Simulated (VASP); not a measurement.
# WSe2 (P6_3/mmc) in VASP: a series of runs, part 2 of 2

VASP 6.6.1.

## Step 4: Single point, PBEsol

The input, INCAR:

```
SYSTEM = WSe2
PREC     = Accurate       ! precision mode
ENCUT    = 520            ! plane-wave cutoff, eV
EDIFF    = 1E-6           ! SCF threshold, eV
ISMEAR   = 1              ! smearing method
SIGMA    = 0.137          ! smearing width, eV
LREAL    = .FALSE.        ! projectors in reciprocal space
LASPH    = .TRUE.         ! aspherical terms in the spheres
NELM     = 100            ! most SCF steps
ALGO     = Normal         ! electronic algorithm
ISIF     = 2              ! what is computed and relaxed
LWAVE    = .FALSE.        ! write WAVECAR
LCHARG   = .FALSE.        ! write CHGCAR
GGA      = PS             ! functional
NBANDS   = 35             ! bands
```

The input, KPOINTS:

```
regular mesh
0
G
  6 6 2
  0 0 0
```

The input, POSCAR:

```
WSe2
1.0
    3.2996683534      0.0000000000      0.0000000000
   -1.6498341767      2.8575966181      0.0000000000
    0.0000000000      0.0000000000     13.1485346418
W Se
2 4
Direct
    0.6666666667      0.3333333333      0.7500000000
    0.3333333333      0.6666666667      0.2500000000
    0.3333333333      0.6666666667      0.8766615397
    0.6666666667      0.3333333333      0.3766615397
    0.3333333333      0.6666666667      0.6233384603
    0.6666666667      0.3333333333      0.1233384603
```

Potentials or basis: VASP PAW PBE potentials, release 64 (W_sv, Se).

Command:

```bash
cat potpaw_PBE.64/W_sv/POTCAR potpaw_PBE.64/Se/POTCAR > POTCAR
mpirun -np 1 vasp_std > vasp.out
```

OUTCAR:

```text
SYSTEM = WSe2
   PREC = Accurate
   ENCUT = 520
   EDIFF = 1E-6
   ISMEAR = 1
   LREAL = .FALSE.
   LASPH = .TRUE.
   NELM = 100
   ISIF = 2
   GGA = PS

 ion  position               nearest neighbor table
   1  0.667  0.333  0.750-   3 2.53   5 2.53   3 2.53   5 2.53   3 2.53   5 2.53
   2  0.333  0.667  0.250-   4 2.53   6 2.53   4 2.53   6 2.53   4 2.53   6 2.53
   3  0.333  0.667  0.877-   1 2.53   1 2.53   1 2.53
   4  0.667  0.333  0.377-   2 2.53   2 2.53   2 2.53
   5  0.333  0.667  0.623-   1 2.53   1 2.53   1 2.53
   6  0.667  0.333  0.123-   2 2.53   2 2.53   2 2.53

  LATTYP: Found a hexagonal cell.
 ALAT       =     3.2996683534
 C/A-ratio  =     3.9848049057

  Lattice vectors:

 A1 = (   3.2996683534,   0.0000000000,   0.0000000000)
 A2 = (  -1.6498341767,   2.8575966181,   0.0000000000)
 A3 = (   0.0000000000,   0.0000000000,  13.1485346418)

Analysis of symmetry for initial positions (statically):
=====================================================================
 Subroutine PRICEL returns:
 Original cell was already a primitive cell.

 Routine SETGRP: Setting up the symmetry group for a
 hexagonal supercell.

 Subroutine GETGRP returns: Found 24 space group operations
 (whereof 12 operations were pure point group operations)
 out of a pool of 24 trial point group operations.

The static configuration has the point symmetry D_3d.
 The point group associated with its full space group is D_6h.

Analysis of symmetry for dynamics (positions and initial velocities):
=====================================================================
 Subroutine PRICEL returns:
 Original cell was already a primitive cell.

 Routine SETGRP: Setting up the symmetry group for a
 hexagonal supercell.

 Subroutine GETGRP returns: Found 24 space group operations
 (whereof 12 operations were pure point group operations)
 out of a pool of 24 trial point group operations.

The dynamic configuration has the point symmetry D_3d.
 The point group associated with its full space group is D_6h.

 Subroutine INISYM returns: Found 24 space group operations
 (whereof 12 operations are pure point group operations),
 and found     1 'primitive' translations

----------------------------------------------------------------------------------------

                                     Primitive cell

  volume of cell :     123.9791

  direct lattice vectors                    reciprocal lattice vectors
     3.299668353  0.000000000  0.000000000     0.303060760  0.174972212  0.000000000
    -1.649834177  2.857596618  0.000000000     0.000000000  0.349944423  0.000000000
     0.000000000  0.000000000 13.148534642     0.000000000  0.000000000  0.076054102

  length of vectors
     3.299668353  3.299668353 13.148534642     0.349944423  0.349944423  0.076054102

  position of ions in fractional coordinates (direct lattice)
     0.666666667  0.333333333  0.750000000
     0.333333333  0.666666667  0.250000000
     0.333333333  0.666666667  0.876661540
     0.666666667  0.333333333  0.376661540
     0.333333333  0.666666667  0.623338460
     0.666666667  0.333333333  0.123338460

  ion indices of the primitive-cell ions
   primitive index   ion index
                 1           1
                 2           2
                 3           3
                 4           4
[... 37 lines left out ...]
  0.333333  0.333333  0.000000      2.000000
  0.000000  0.000000  0.500000      1.000000
  0.166667  0.000000  0.500000      6.000000
  0.333333  0.000000  0.500000      6.000000
  0.500000  0.000000  0.500000      3.000000
  0.166667  0.166667  0.500000      6.000000
  0.333333  0.166667  0.500000     12.000000
  0.333333  0.333333  0.500000      2.000000
   k-points           NKPTS =     14   k-points in BZ     NKDIM =     14   number of bands    NBANDS=     35
   number of dos      NEDOS =    301   number of ions     NIONS =      6
   total plane-waves  NPLWV =  76832
   dimension x,y,z NGX =    28 NGY =   28 NGZ =   98
   dimension x,y,z NGXF=    56 NGYF=   56 NGZF=  196
   ions per type =               2   4
   NGX,Y,Z   is equivalent  to a cutoff of  14.11, 14.11, 12.39 a.u.
   NGXF,Y,Z  is equivalent  to a cutoff of  28.21, 28.21, 24.78 a.u.
 SYSTEM =  WSe2
   PREC   = accura    normal or accurate (medium, high low for compatibility)
   ISTART =      0    job   : 0-new  1-cont  2-samecut
   ICHARG =      2    charge: 1-file 2-atom 10-const
   ISPIN  =      1    spin polarized calculation?
   LNONCOLLINEAR =      F non collinear calculations
   LSORBIT =      F    spin-orbit coupling
   LASPH  =      T    aspherical Exc in radial PAW
   ENCUT  =  520.0 eV  38.22 Ry    6.18 a.u.   6.14  6.14 24.45*2*pi/ulx,y,z
   NELM   =    100;   NELMIN=  2; NELMDL= -5     # of ELM steps
   EDIFF  = 0.1E-05   stopping-criterion for ELM
   LREAL  =      F    real-space projection
   EDIFFG = 0.1E-04   stopping-criterion for IOM
   NSW    =      0    number of steps for IOM
   IBRION =     -1    ionic relax: 0-MD 1-quasi-New 2-CG
   NFREE  =      0    steps in history (QN), initial steepest desc. (CG)
   ISIF   =      2    stress and relaxation
   ISYM   =      2    0-nonsym 1-usesym 2-fastsym
   POTIM  = 0.5000    time-step for ionic-motion
   TEBEG  =    0.0;   TEEND  =   0.0 temperature during run
   PSTRESS=    0.0 pullay stress
   NELECT =      52.0000    total number of electrons
   NUPDOWN=      -1.0000    fix difference up-down
   EMIN   =  10.00;   EMAX   =-10.00  energy-range for DOS
   EFERMI =   0.00;   METHOD = LEGACY
   ISMEAR =     1;   SIGMA  =   0.14  broadening in eV -4-tet -1-fermi 0-gaus
   EFERMI_NEDOS =   21; number of points for ismear=-14 and -15
   IALGO  =     38    algorithm
   IMIX   =      4    mixing-type and parameters
     AMIX     =   0.40;   BMIX     =  1.00
     AMIX_MAG =   1.60;   BMIX_MAG =  1.00
  volume/ion in A,a.u.               =      20.66       139.44
  Fermi-wavevector in a.u.,A,eV,Ry     =   1.225443  2.315751 20.432010  1.501710
  Thomas-Fermi vector in A             =   2.360481
   LORBIT       =      0    0 simple, 1 ext, 2 COOP (PROOUT), +10 PAW based schemes
   GGA     = PS    functional components
   LHFCALC =     F    Hartree Fock is set to
   AEXX    =    0.0000 exact exchange contribution
   IVDW    =     0    specifies the selected vdW correction
   LEPSILON=     F    determine dielectric tensor
   LRPA    =     F    only Hartree local field effects (RPA)
 non-spin polarized calculation
 Methfessel and Paxton  Order N= 1 SIGMA  =   0.14
  energy-cutoff  :      520.00
  volume of cell :      123.98
 maximum number of plane-waves:      3378
 NGX is ok and might be reduce to    28
   NGX = 13   NGY = 13   NGZ = 49

 number of electron      51.9999996 magnetization

 Free energy of the ion-electron system (eV)
  ---------------------------------------------------
  ext. energy  EPLUGINS =         0.00000000
  ---------------------------------------------------
  free energy    TOTEN  =       -46.53687345 eV

  energy without entropy =      -46.53703549  energy(sigma->0) =      -46.53692746

 E-fermi :   6.0101     XC(G=0): -10.7802

 val. band max:        5.8991997374   @ k =   0.0000   0.0000   0.0000
 cond. band min:       6.9033815310   @ k =   0.1667   0.1667   0.0000
 fundamental gap:      1.0041817936
 Fermi energy:         6.0100688746

 k-point     1 :       0.0000    0.0000    0.0000
  band No.  band energies     occupation
      1     -68.3797      2.00000
      2     -68.3796      2.00000
      3     -32.6266      2.00000
      4     -32.6266      2.00000
      5     -32.5010      2.00000
      6     -32.5010      2.00000
[... 521 lines left out ...]
     34      10.2687      0.00000
     35      11.9707      0.00000

------------------------ aborting loop because EDIFF is reached ----------------------------------------

  FORCE on cell =-STRESS in cart. coord.  units (eV):
  Direction    XX          YY          ZZ          XY          YZ          ZX
  --------------------------------------------------------------------------------------
  -------------------------------------------------------------------------------------
  Total       -1.3133189     -1.3133189      0.1781490      0.0000000      0.0000000     -0.0000000
  in kB      -16.9719679    -16.9719679      2.3022129      0.0000000      0.0000000     -0.0000000
  external PRESSURE =     -10.5472410 kB  Pullay stress =       0.0000000 kB

 VOLUME and BASIS-vectors are now :
 -----------------------------------------------------------------------------
  energy-cutoff  :      520.00
  volume of cell :      123.98
      direct lattice vectors                 reciprocal lattice vectors
     3.299668353  0.000000000  0.000000000     0.303060760  0.174972212  0.000000000
    -1.649834177  2.857596618  0.000000000     0.000000000  0.349944423  0.000000000
     0.000000000  0.000000000 13.148534642     0.000000000  0.000000000  0.076054102

 POSITION                                       TOTAL-FORCE (eV/Angst)
 -----------------------------------------------------------------------------------
      1.64983      0.95253      9.86140        -0.000000     -0.000000     -0.000000
     -0.00000      1.90506      3.28713         0.000000      0.000000     -0.000000
     -0.00000      1.90506     11.52681        -0.000000      0.000000      0.024474
      1.64983      0.95253      4.95255         0.000000     -0.000000      0.024474
     -0.00000      1.90506      8.19599         0.000000     -0.000000     -0.024474
      1.64983      0.95253      1.62172        -0.000000     -0.000000     -0.024474
 -----------------------------------------------------------------------------------
    total drift:                                0.000000     -0.000000      0.000000

  FREE ENERGIE OF THE ION-ELECTRON SYSTEM (eV)
  ---------------------------------------------------
  free  energy   TOTEN  =       -46.5368734486 eV

  energy  without entropy=      -46.5370354926  energy(sigma->0) =      -46.53692746
```

Run time: 38 s. Hardware: 1 thread of Intel Xeon 6975P-C (Granite Rapids), shared host; peak memory 0.27 GiB.

What came out:

- Free energy: -46.5369 eV
- Pressure: -1.1 GPa
- Largest force: 0.024 eV/Å
- Band gap on the k mesh: 1.00 eV, indirect (least direct gap 1.48 eV)

Forces on the atoms (eV/Å):
```
W    0.000  0.000  0.000
W    0.000  0.000  0.000
Se   0.000  0.000  0.024
Se   0.000  0.000  0.024
Se   0.000  0.000 -0.024
Se   0.000  0.000 -0.024
```

Levels at points of the mesh, in eV from the valence-band top:
```
           k point  band 24  band 25  band 26  band 27  band 28  band 29
(0.00, 0.00, 0.00)    -1.13    -1.05     0.00     2.64     2.64     2.68
(0.50, 0.00, 0.00)    -1.34    -1.27    -1.14     2.09     2.13     2.31
(0.00, 0.00, 0.50)    -1.55    -0.22    -0.22     2.65     2.65     2.65
(0.50, 0.00, 0.50)    -1.32    -1.24    -1.24     2.11     2.11     2.49
```

Caveat: the PAW data sets were made with another functional, which shifts forces and pressure a little; spin-orbit coupling is left out, which moves the levels of the heavy elements; this functional lacks dispersion, which binds the layers, so the pressure and a relaxed spacing across them are unreliable.

## Step 5: Single point, PBEsol

The input, INCAR:

```
SYSTEM = WSe2
ALGO = Normal
EDIFF = 1E-6
ENCUT = 520
GGA = PS
ISIF = 2
ISMEAR = 0
LASPH = .TRUE.
LCHARG = .TRUE.
LELF = .TRUE.
LREAL = .FALSE.
LVHAR = .TRUE.
LWAVE = .FALSE.
NBANDS = 35
NELM = 80
PREC = Accurate
SIGMA = 0.01
```

The input, KPOINTS:

```
k-points
0
G
  6 6 2
  0 0 0
```

POSCAR is that of step 4.

Command:

```bash
cat potpaw_PBE.64/W_sv/POTCAR potpaw_PBE.64/Se/POTCAR > POTCAR
mpirun -np 1 vasp_std > vasp.out
```

It took 38 s on 1 thread of Intel Xeon 6975P-C (Granite Rapids), shared host; peak memory 0.27 GiB.

Results (log left out):

- Free energy: -46.5370 eV
- Pressure: -1.1 GPa
- Largest force: 0.025 eV/Å
- Band gap on the k mesh: 1.00 eV, indirect (least direct gap 1.48 eV)

Forces in eV/Å, atoms in the order of the input:
```
W    0.000  0.000  0.000
W    0.000  0.000  0.000
Se   0.000  0.000  0.025
Se   0.000  0.000  0.025
Se   0.000  0.000 -0.025
Se   0.000  0.000 -0.025
```

Stress tensor (GPa, compression positive):
```
-1.70  0.00  0.00
 0.00 -1.70  0.00
 0.00  0.00  0.23
```

Levels at points of the mesh, in eV from the valence-band top:
```tsv
k point	band 24	band 25	band 26	band 27	band 28	band 29
(0.00, 0.00, 0.00)	-1.13	-1.05	0.00	2.64	2.64	2.68
(0.50, 0.00, 0.00)	-1.34	-1.27	-1.14	2.09	2.13	2.31
(0.00, 0.00, 0.50)	-1.55	-0.22	-0.22	2.65	2.65	2.65
(0.50, 0.00, 0.50)	-1.32	-1.24	-1.24	2.11	2.11	2.49
```

Caveat: the PAW data sets were made with another functional, which shifts forces and pressure a little; spin-orbit coupling is left out, which moves the levels of the heavy elements; this functional lacks dispersion, which binds the layers, so the pressure and a relaxed spacing across them are unreliable. PBEsol gaps usually lie below the measured ones, often by a third to a half.

## Step 6: Single point, PBEsol

The input, INCAR:

```
ALGO = Normal ; EDIFF = 1E-7
ENCUT = 520 ; GGA = PS
ISIF = 2 ; ISMEAR = -5
LASPH = T ; LCHARG = F
LREAL = F ; LWAVE = F
NBANDS = 35 ; NELM = 100
PREC = Accurate ; SIGMA = 0.1
```

The input, KPOINTS:

```
k-points
0
Gamma
  6 6 2
```

POSCAR is that of step 5.

Potentials or basis: VASP PAW PBE potentials, release 64 (W_sv, Se).

Command:

```bash
cat potpaw_PBE.64/W_sv/POTCAR potpaw_PBE.64/Se/POTCAR > POTCAR
mpirun -np 1 vasp_std > vasp.out
```

It took 43 s on 1 thread of Intel Xeon 6975P-C (Granite Rapids), shared host; peak memory 0.27 GiB.

It converged, with:

```yaml
Free_energy: -46.5370 eV
Pressure: -1.1 GPa
Largest_force: 0.024 eV/Å
Band_gap_on_the_k_mesh: 1.00 eV, indirect (least direct gap 1.48 eV)
```

Forces in eV/Å, atoms in the order of the input:
```
W    0.000  0.000  0.000
W    0.000  0.000  0.000
Se   0.000  0.000  0.024
Se   0.000  0.000  0.024
Se   0.000  0.000 -0.024
Se   0.000  0.000 -0.024
```

Stress tensor (GPa, compression positive):
```
-1.70  0.00  0.00
 0.00 -1.70  0.00
 0.00  0.00  0.24
```

Levels at points of the mesh, in eV from the valence-band top:
| k point | band 24 | band 25 | band 26 | band 27 | band 28 | band 29 |
| --- | --- | --- | --- | --- | --- | --- |
| (0.00, 0.00, 0.00) | -1.13 | -1.05 | 0.00 | 2.64 | 2.64 | 2.68 |
| (0.50, 0.00, 0.00) | -1.34 | -1.27 | -1.14 | 2.09 | 2.13 | 2.31 |
| (0.00, 0.00, 0.50) | -1.55 | -0.22 | -0.22 | 2.65 | 2.65 | 2.65 |
| (0.50, 0.00, 0.50) | -1.32 | -1.24 | -1.24 | 2.11 | 2.11 | 2.49 |

Caveat: the PAW data sets were made with another functional, which shifts forces and pressure a little; spin-orbit coupling is left out, which moves the levels of the heavy elements; this functional lacks dispersion, which binds the layers, so the pressure and a relaxed spacing across them are unreliable. A k mesh can miss the band edges.

## Step 7: Single point, PBEsol

The input, INCAR:

```
SYSTEM = WSe2
PREC     = Accurate       ! precision mode
ENCUT    = 520            ! plane-wave cutoff, eV
EDIFF    = 1E-6           ! SCF threshold, eV
ISMEAR   = 1              ! smearing method
SIGMA    = 0.05           ! smearing width, eV
LREAL    = .FALSE.        ! projectors in reciprocal space
LASPH    = .TRUE.         ! aspherical terms in the spheres
NELM     = 100            ! most SCF steps
ALGO     = Normal         ! electronic algorithm
ISIF     = 2              ! what is computed and relaxed
LWAVE    = .FALSE.        ! write WAVECAR
LCHARG   = .FALSE.        ! write CHGCAR
GGA      = PS             ! functional
NBANDS   = 35             ! bands
```

The input, KPOINTS:

```
Automatic mesh
0
G
  6 6 2
  0 0 0
```

POSCAR is that of step 6.

Command:

```bash
cat potpaw_PBE.64/W_sv/POTCAR potpaw_PBE.64/Se/POTCAR > POTCAR
mpirun -np 1 vasp_std > vasp.out
```

Wall time 42 s (1 thread of Intel Xeon 6975P-C (Granite Rapids), shared host); peak memory 0.27 GiB.

The run converged. Its results:

- Free energy: -46.5369 eV
- Pressure: -1.1 GPa
- Largest force: 0.025 eV/Å
- Band gap on the k mesh: 1.00 eV, indirect (least direct gap 1.48 eV)

Forces in eV/Å, atoms in the order of the input:
```
W    0.000  0.000  0.000
W    0.000  0.000  0.000
Se   0.000  0.000  0.025
Se   0.000  0.000  0.025
Se   0.000  0.000 -0.025
Se   0.000  0.000 -0.025
```

Stress tensor (GPa, compression positive):
```
-1.70  0.00  0.00
 0.00 -1.70  0.00
 0.00  0.00  0.23
```

Levels at points of the mesh, in eV from the valence-band top:
| k point | band 23 | band 24 | band 25 | band 26 | band 27 | band 28 | band 29 | band 30 |
| --- | --- | --- | --- | --- | --- | --- | --- | --- |
| (0.00, 0.00, 0.00) | -1.53 | -1.13 | -1.05 | 0.00 | 2.64 | 2.64 | 2.68 | 2.68 |
| (0.50, 0.00, 0.00) | -1.40 | -1.34 | -1.27 | -1.14 | 2.09 | 2.13 | 2.31 | 2.61 |
| (0.00, 0.00, 0.50) | -1.55 | -1.55 | -0.22 | -0.22 | 2.65 | 2.65 | 2.65 | 2.65 |
| (0.50, 0.00, 0.50) | -1.32 | -1.32 | -1.24 | -1.24 | 2.11 | 2.11 | 2.49 | 2.49 |

Caveat: the PAW data sets were made with another functional, which shifts forces and pressure a little; spin-orbit coupling is left out, which moves the levels of the heavy elements; this functional lacks dispersion, which binds the layers, so the pressure and a relaxed spacing across them are unreliable. A k mesh can miss the band edges.

## Step 8: Overview

| smearing | gap on the mesh (eV) | pressure (GPa) | largest force (eV/Å) |
| --- | --- | --- | --- |
| gaussian 0.01 eV | 1.00 | -1.1 | 0.02 |
| gaussian 0.2 eV | 1.00 | -1.1 | 0.02 |
| methfessel-paxton 0.137 eV | 1.00 | -1.1 | 0.02 |
| tetrahedron | 1.00 | -1.1 | 0.02 |
| methfessel-paxton 0.05 eV | 1.00 | -1.1 | 0.02 |

Alike in all rows: task single point; level PBEsol; potentials or basis VASP PAW PBE potentials, release 64 (W_sv, Se); no spin polarisation; cell as given; k mesh 6 × 6 × 2; cutoff (eV) 520.

On the cell as given the gap runs from 1.00 eV (PBEsol) to 1.00 eV (PBEsol).

Caveats: the PAW data sets were made with another functional, which shifts forces and pressure a little; spin-orbit coupling is left out, which moves the levels of the heavy elements; this functional lacks dispersion, which binds the layers, so the pressure and a relaxed spacing across them are unreliable.

Total energies depend on the potentials used, so only differences within one code and one set of settings carry meaning.
